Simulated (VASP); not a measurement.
# Eu (Im-3m) in VASP: notebook

Runs on Eu. Level: PBEsol. Tasks: single point.

Everything below comes from runs of VASP 6.6.1. Logs are shortened: lines on timing, memory, paths and dates and some standing lists are left out, and cuts for length are marked.

### Step 1. The cell of the first run

Symmetry: Im-3m, No. 229, cubic system. Conventional cell: a = 4.606 Å, b = 4.606 Å, c = 4.606 Å, α = 90.00°, β = 90.00°, γ = 90.00°. Eu (site symmetry m-3m) has 14 Eu at 3.99 to 4.61 Å within 5.2 Å.

### Step 2. Single point, PBEsol, collinear spin, ferromagnetic start

INCAR reads:

```
PREC = Accurate
ENCUT = 520
EDIFF = 1E-7
ISMEAR = -1
SIGMA = 0.05
LREAL = False
LASPH = True
NELM = 150
ALGO = Normal
ISIF = 2
LWAVE = False
LCHARG = False
ISPIN = 2
MAGMOM = 4.73
LORBIT = 11
LMAXMIX = 6
GGA = PS
NBANDS = 18
```

KPOINTS reads:

```
Automatic mesh
0
Gamma
  8 8 8
```

POSCAR reads:

```
Eu
1.0
   -2.3030000000      2.3030000000      2.3030000000
    2.3030000000     -2.3030000000      2.3030000000
    2.3030000000      2.3030000000     -2.3030000000
Eu
1
Direct
    0.0000000000      0.0000000000      0.0000000000
```

Potentials or basis: VASP PAW PBE potentials, release 64 (Eu).

Started as:

```console
> cat potpaw_PBE.64/Eu/POTCAR > POTCAR
> mpirun -np 1 vasp_std > vasp.out
```

OUTCAR:

```text
PREC = Accurate
   ENCUT = 520
   EDIFF = 1E-7
   ISMEAR = -1
   LREAL = False
   LASPH = True
   NELM = 150
   ISIF = 2
   ISPIN = 2
   LORBIT = 11
   GGA = PS

 ion  position               nearest neighbor table
   1  0.000  0.000  0.000-

  LATTYP: Found a body centered cubic cell.
 ALAT       =     4.6060000000

  Lattice vectors:

 A1 = (  -2.3030000000,   2.3030000000,   2.3030000000)
 A2 = (   2.3030000000,  -2.3030000000,   2.3030000000)
 A3 = (   2.3030000000,   2.3030000000,  -2.3030000000)

Analysis of symmetry for initial positions (statically):
=====================================================================
 Subroutine PRICEL returns:
 Original cell was already a primitive cell.

 Routine SETGRP: Setting up the symmetry group for a
 body centered cubic supercell.

 Subroutine GETGRP returns: Found 48 space group operations
 (whereof 48 operations were pure point group operations)
 out of a pool of 48 trial point group operations.

The static configuration has the point symmetry O_h .

Analysis of symmetry for dynamics (positions and initial velocities):
=====================================================================
 Subroutine PRICEL returns:
 Original cell was already a primitive cell.

 Routine SETGRP: Setting up the symmetry group for a
 body centered cubic supercell.

 Subroutine GETGRP returns: Found 48 space group operations
 (whereof 48 operations were pure point group operations)
 out of a pool of 48 trial point group operations.

The dynamic configuration has the point symmetry O_h .

Analysis of structural, dynamic, and magnetic symmetry:
=====================================================================
 Subroutine PRICEL returns:
 Original cell was already a primitive cell.

 Routine SETGRP: Setting up the symmetry group for a
 body centered cubic supercell.

 Subroutine GETGRP returns: Found 48 space group operations
 (whereof 48 operations were pure point group operations)
 out of a pool of 48 trial point group operations.

The overall configuration has the point symmetry O_h .

 Subroutine INISYM returns: Found 48 space group operations
 (whereof 48 operations are pure point group operations),
 and found     1 'primitive' translations

----------------------------------------------------------------------------------------

                                     Primitive cell

  volume of cell :      48.8587

  direct lattice vectors                    reciprocal lattice vectors
    -2.303000000  2.303000000  2.303000000     0.000000000  0.217108120  0.217108120
     2.303000000 -2.303000000  2.303000000     0.217108120  0.000000000  0.217108120
     2.303000000  2.303000000 -2.303000000     0.217108120  0.217108120  0.000000000

  length of vectors
     3.988913010  3.988913010  3.988913010     0.307037248  0.307037248  0.307037248

  position of ions in fractional coordinates (direct lattice)
     0.000000000  0.000000000  0.000000000

  ion indices of the primitive-cell ions
   primitive index   ion index
                 1           1

----------------------------------------------------------------------------------------

 KPOINTS: Automatic mesh

Automatic generation of k-mesh.
 Grid dimensions read from file:
 generate k-points for:    8    8    8

 Generating k-lattice:

  Cartesian coordinates                     Fractional coordinates (reciprocal lattice)
     0.000000000  0.027138515  0.027138515     0.125000000  0.000000000  0.000000000
     0.027138515  0.000000000  0.027138515     0.000000000  0.125000000  0.000000000
     0.027138515  0.027138515  0.000000000     0.000000000  0.000000000  0.125000000

  Length of vectors
     0.038379656  0.038379656  0.038379656

  Shift w.r.t. Gamma in fractional coordinates (k-lattice)
     0.000000000  0.000000000  0.000000000

 Subroutine IBZKPT returns following result:
 ===========================================

 Found     29 irreducible k-points:

 Following reciprocal coordinates:
            Coordinates               Weight
  0.000000  0.000000  0.000000      1.000000
  0.125000  0.000000  0.000000     12.000000
  0.250000  0.000000  0.000000     12.000000
  0.375000  0.000000  0.000000     12.000000
  0.500000  0.000000  0.000000      6.000000
  0.125000  0.125000  0.000000     24.000000
[... 16 lines left out ...]
 -0.250000  0.250000  0.250000      6.000000
 -0.375000  0.375000  0.250000     24.000000
 [... further k-points ...]
   k-points           NKPTS =     29   k-points in BZ     NKDIM =     29   number of bands    NBANDS=     18
   number of dos      NEDOS =    301   number of ions     NIONS =      1
   total plane-waves  NPLWV =  27000
   dimension x,y,z NGX =    30 NGY =   30 NGZ =   30
   dimension x,y,z NGXF=    60 NGYF=   60 NGZF=   60
   ions per type =               1
   NGX,Y,Z   is equivalent  to a cutoff of  12.50, 12.50, 12.50 a.u.
   NGXF,Y,Z  is equivalent  to a cutoff of  25.01, 25.01, 25.01 a.u.
 SYSTEM =  unknown system
   PREC   = accura    normal or accurate (medium, high low for compatibility)
   ISTART =      0    job   : 0-new  1-cont  2-samecut
   ICHARG =      2    charge: 1-file 2-atom 10-const
   ISPIN  =      2    spin polarized calculation?
   LNONCOLLINEAR =      F non collinear calculations
   LSORBIT =      F    spin-orbit coupling
   LASPH  =      T    aspherical Exc in radial PAW
   ENCUT  =  520.0 eV  38.22 Ry    6.18 a.u.   7.42  7.42  7.42*2*pi/ulx,y,z
   NELM   =    150;   NELMIN=  2; NELMDL= -5     # of ELM steps
   EDIFF  = 0.1E-06   stopping-criterion for ELM
   LREAL  =      F    real-space projection
   EDIFFG = 0.1E-05   stopping-criterion for IOM
   NSW    =      0    number of steps for IOM
   IBRION =     -1    ionic relax: 0-MD 1-quasi-New 2-CG
   NFREE  =      0    steps in history (QN), initial steepest desc. (CG)
   ISIF   =      2    stress and relaxation
   ISYM   =      2    0-nonsym 1-usesym 2-fastsym
   POTIM  = 0.5000    time-step for ionic-motion
   TEBEG  =    0.0;   TEEND  =   0.0 temperature during run
   PSTRESS=    0.0 pullay stress
   NELECT =      17.0000    total number of electrons
   NUPDOWN=      -1.0000    fix difference up-down
   EMIN   =  10.00;   EMAX   =-10.00  energy-range for DOS
   EFERMI =   0.00;   METHOD = LEGACY
   ISMEAR =    -1;   SIGMA  =   0.05  broadening in eV -4-tet -1-fermi 0-gaus
   EFERMI_NEDOS =   21; number of points for ismear=-14 and -15
   IALGO  =     38    algorithm
   IMIX   =      4    mixing-type and parameters
     AMIX     =   0.40;   BMIX     =  1.00
     AMIX_MAG =   1.60;   BMIX_MAG =  1.00
  volume/ion in A,a.u.               =      48.86       329.71
  Fermi-wavevector in a.u.,A,eV,Ry     =   1.151447  2.175919 18.039008  1.325830
  Thomas-Fermi vector in A             =   2.288104
   LORBIT       =     11    0 simple, 1 ext, 2 COOP (PROOUT), +10 PAW based schemes
   GGA     = PS    functional components
   LHFCALC =     F    Hartree Fock is set to
   AEXX    =    0.0000 exact exchange contribution
   IVDW    =     0    specifies the selected vdW correction
   LEPSILON=     F    determine dielectric tensor
   LRPA    =     F    only Hartree local field effects (RPA)
 spin polarized calculation
  energy-cutoff  :      520.00
  volume of cell :       48.86
 maximum number of plane-waves:      1337
 NGX is ok and might be reduce to    30
   NGX = 15   NGY = 15   NGZ = 15

 number of electron      17.0000007 magnetization       7.3737862

 Free energy of the ion-electron system (eV)
  ---------------------------------------------------
  ext. energy  EPLUGINS =         0.00000000
  ---------------------------------------------------
  free energy    TOTEN  =       -11.57002994 eV

  energy without entropy =      -11.55596249  energy(sigma->0) =      -11.56299622

 E-fermi :   1.4846     XC(G=0):  -8.3574

 val. band max:        1.4695657094   @ k =  -0.3750   0.3750   0.3750
 cond. band min:       1.4886510149   @ k =   0.2500   0.2500   0.1250
 fundamental gap:      0.0190853055
 Fermi energy:         1.4846081453

 spin component 1

 k-point     1 :       0.0000    0.0000    0.0000
  band No.  band energies     occupation
      1     -40.3025      1.00000
      2     -18.9488      1.00000
      3     -18.9488      1.00000
      4     -18.9488      1.00000
      5      -2.7157      1.00000
      6       0.9604      0.99997
[... 10 lines left out ...]
     17       4.6138      0.00000
     18      10.2464      0.00000

 k-point     2 :       0.1250    0.0000    0.0000
  band No.  band energies     occupation
      1     -40.2999      1.00000
      2     -18.9899      1.00000
      3     -18.9623      1.00000
      4     -18.9488      1.00000
      5      -2.4101      1.00000
      6       0.9592      0.99997
[... 10 lines left out ...]
     17       4.6318      0.00000
     18      10.4650      0.00000
[... 442 lines left out ...]
 k-point    24 :      -0.3750    0.3750    0.2500
  band No.  band energies     occupation
      1     -40.2803      1.00000
      2     -19.1516      1.00000
      3     -19.0783      1.00000
      4     -19.0508      1.00000
      5       0.2542      1.00000
      6       0.8771      0.99999
[... 10 lines left out ...]
     17       5.3700      0.00000
     18       8.5048      0.00000

 [... further k-points ...]

 spin component 2

 k-point     1 :       0.0000    0.0000    0.0000
  band No.  band energies     occupation
      1     -37.1785      1.00000
      2     -16.6004      1.00000
      3     -16.6004      1.00000
      4     -16.6004      1.00000
      5      -1.9683      1.00000
      6       4.1041      0.00000
[... 10 lines left out ...]
     17       5.9487      0.00000
     18      11.2570      0.00000

 k-point     2 :       0.1250    0.0000    0.0000
  band No.  band energies     occupation
      1     -37.1751      1.00000
      2     -16.6538      1.00000
      3     -16.6175      1.00000
      4     -16.6006      1.00000
      5      -1.6509      1.00000
      6       3.8284      0.00000
[... 10 lines left out ...]
     17       5.9905      0.00000
     18      11.4847      0.00000
[... 442 lines left out ...]
 k-point    24 :      -0.3750    0.3750    0.2500
  band No.  band energies     occupation
      1     -37.1492      1.00000
      2     -16.8602      1.00000
      3     -16.7642      1.00000
      4     -16.7304      1.00000
      5       1.0903      0.99962
      6       2.2268      0.00000
[... 10 lines left out ...]
     17       6.7824      0.00000
     18       9.7175      0.00000

 [... further k-points ...]

------------------------ aborting loop because EDIFF is reached ----------------------------------------

  FORCE on cell =-STRESS in cart. coord.  units (eV):
  Direction    XX          YY          ZZ          XY          YZ          ZX
  --------------------------------------------------------------------------------------
  -------------------------------------------------------------------------------------
  Total       -0.8697748     -0.8697748     -0.8697748     -0.0000000      0.0000000     -0.0000000
  in kB      -28.5217109    -28.5217109    -28.5217109     -0.0000000      0.0000000     -0.0000000
  external PRESSURE =     -28.5217109 kB  Pullay stress =       0.0000000 kB

 VOLUME and BASIS-vectors are now :
 -----------------------------------------------------------------------------
  energy-cutoff  :      520.00
  volume of cell :       48.86
      direct lattice vectors                 reciprocal lattice vectors
    -2.303000000  2.303000000  2.303000000     0.000000000  0.217108120  0.217108120
     2.303000000 -2.303000000  2.303000000     0.217108120  0.000000000  0.217108120
     2.303000000  2.303000000 -2.303000000     0.217108120  0.217108120  0.000000000

 POSITION                                       TOTAL-FORCE (eV/Angst)
 -----------------------------------------------------------------------------------
      0.00000      0.00000      0.00000        -0.000000     -0.000000     -0.000000
 -----------------------------------------------------------------------------------
    total drift:                               -0.000000     -0.000000      0.000000

  FREE ENERGIE OF THE ION-ELECTRON SYSTEM (eV)
  ---------------------------------------------------
  free  energy   TOTEN  =       -11.5700299372 eV

  energy  without entropy=      -11.5559624943  energy(sigma->0) =      -11.56299622

 total charge

# of ion       s       p       d       f       tot
--------------------------------------------------
    1        2.075   5.691   0.235   6.679  14.680

 magnetization (x)

# of ion       s       p       d       f       tot
--------------------------------------------------
    1       -0.003  -0.087   0.125   6.677   6.712
```

Wall time 78 s (1 thread of Intel Xeon Platinum 8488C (Sapphire Rapids), shared host); peak memory 0.22 GiB.

Results:

| Property | Result |
| --- | --- |
| Free energy | -11.5700 eV |
| Pressure | -2.9 GPa |
| Net moment | 7.37 μB per cell |
| Site moments | Eu +6.71 μB |
| Valence electrons inside the program's atomic spheres | Eu 14.68 |

Caveat: the PAW data sets were made with another functional, which shifts forces and pressure a little; spin-orbit coupling is left out, which moves the levels of the heavy elements; semilocal functionals describe open f shells poorly, which spoils levels, moments and volumes.

[end of part 1 of 2]
